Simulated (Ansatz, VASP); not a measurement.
Al2Pt in VASP and in Ansatz

```
CELL_PARAMETERS angstrom
0.00000 2.97185 2.97185
2.97185 0.00000 2.97185
2.97185 2.97185 0.00000
ATOMIC_POSITIONS crystal
Al 0.25000 0.25000 0.25000
Al 0.75000 0.75000 0.75000
Pt 0.00000 0.00000 0.00000
```

Change from the starting cell: species swapped into the CeO2 type (Fm-3m, No. 225).

Alike in both runs: functional PBE; k mesh 6 × 6 × 6; occupations gaussian, width 0.2 eV; no spin polarisation.

Ansatz relaxed the structure, and its values are those at the end. VASP's run is a single point on that final structure, the one shown.

```csv
,VASP,Ansatz
version,VASP 6.6.1,Ansatz 0.2.0
potentials or method,"VASP PAW PBE potentials, release 64 (Al, Pt), cutoff 500 eV","scalar-relativistic, plane waves, PAW"
valence electrons in the cell,16,24
```

Ansatz gave:

- gap on the k mesh at the Fermi level (eV): none
- pressure (GPa): 0.1

Task: Estimate VASP's values.

Result: gap on the k mesh at the Fermi level (eV): none; pressure (GPa): -0.1.

A gap of «none» marks a metal or a gap that the smearing closes. With one functional, cell and mesh, what is left measures potentials, basis and numerics. VASP's potentials hold 16 valence electrons a cell and Ansatz's 24, so a difference there can come from the potentials and not from the codes.

Neither program's run includes spin-orbit coupling.
